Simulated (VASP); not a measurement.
## Ga2O3: single point with PBE

Crystal: Ga2O3.

```
CELL_PARAMETERS angstrom
2.44241 1.41013 4.54811
-2.44241 1.41013 4.54811
0.00000 -2.82026 4.54811
ATOMIC_POSITIONS crystal
Ga 0.85397 0.85397 0.85397
Ga 0.35397 0.35397 0.35397
Ga 0.14603 0.14603 0.14603
Ga 0.64603 0.64603 0.64603
O 0.44561 0.05439 0.75000
O 0.05439 0.75000 0.44561
O 0.55439 0.94561 0.25000
O 0.25000 0.55439 0.94561
O 0.94561 0.25000 0.55439
O 0.75000 0.44561 0.05439
```

This cell differs from its parent crystal: epitaxial xy strain -2.0%.

```
Program                : VASP 6.6.1
Task                   : single point
Functional             : PBE
Potentials or basis    : VASP PAW PBE potentials, release 64 (Ga_d, O_h)
Cutoff                 : 1340 eV
k mesh                 : 6 × 6 × 6
Occupations            : fermi-dirac, width 0.02 eV
Spin                   : no spin polarisation
Dipole correction      : no
Further INCAR settings : ALGO = Normal; EDIFF = 1e-06; NBANDS = 55
```

```yaml
Pressure: 17.4 GPa
Largest_force: 0.072 eV/Å
Band_gap_on_the_k_mesh: 3.12 eV (least direct gap 3.32 eV)
```

Forces on the atoms (eV/Å):
```
Ga   0.000  0.000  0.072
Ga   0.000  0.000  0.072
Ga   0.000  0.000 -0.072
Ga   0.000  0.000 -0.072
O    0.012  0.000  0.000
O   -0.006 -0.011  0.000
O   -0.012  0.000  0.000
O    0.006 -0.011  0.000
O    0.006  0.011  0.000
O   -0.006  0.011  0.000
```

Stress tensor (GPa, compression positive):
```
20.98  0.00  0.00
 0.00 20.98  0.00
 0.00  0.00 10.20
```

Levels at points of the mesh, in eV from the valence-band top:
```csv
k point,band 42,band 43,band 44,band 45,band 46,band 47
"(0.00, 0.00, 0.00)",-0.23,-0.20,-0.20,3.12,6.86,7.26
"(0.50, 0.00, 0.00)",-1.06,-0.22,-0.22,6.58,6.58,7.07
"(0.50, 0.50, 0.00)",-0.79,-0.32,-0.17,6.81,7.01,8.03
"(0.50, 0.50, 0.50)",-0.22,-0.22,-0.22,6.19,6.19,8.05
```

Wall time 8.1 min on 1 thread of Intel(R) Xeon(R) 6975P-C (Granite Rapids), with other jobs on the host, peak memory 0.85 GiB.

Caveat: the cell differs from its parent crystal (epitaxial xy strain -2.0%); the stress differs along the axes, from 10 to 21 GPa. A k mesh can miss the band edges.
